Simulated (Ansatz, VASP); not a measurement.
**Pd in VASP and in Ansatz**

```
Pd
1.0
     2.68537    0.00000    0.00000
    -1.34268    2.32559    0.00000
     0.00000    0.00000    4.47742
Pd
2
Direct
  0.33333 0.66667 0.25000
  0.66667 0.33333 0.75000
```

Alike in both runs: task single point; functional RPBE; k mesh 15 × 15 × 8; occupations fermi-dirac, width 0.05 eV; collinear spin.

|  | VASP | Ansatz |
| --- | --- | --- |
| version | VASP 6.6.1 | Ansatz 0.2.0 |
| potentials or method | VASP PAW PBE potentials, release 64 (Pd), cutoff 520 eV | plane waves (420 eV) with PAW, scalar-relativistic |
| valence electrons in the cell | 20 | 36 |

Ansatz gave:

| Item | Value |
| --- | --- |
| pressure (GPa) | 26.0 |
| traceless stress, the component that is largest in VASP (GPa) | -0.08 |
| net moment per atom (μB) | 0.20 |
| size of the moment on the site where the two differ most (μB) | 0.21 |

Problem. Which values does VASP return?

Solution. Pressure (GPa): 25.6; traceless stress, the component that is largest in VASP (GPa): -0.15; net moment per atom (μB): 0.21; size of the moment on the site where the two differ most (μB): 0.21.

VASP's potentials were made for PBE, not for RPBE. Site moments also hang on the region over which each program counts them. VASP's potentials hold 20 valence electrons a cell and Ansatz's 36, so a difference there can come from the potentials and not from the codes.
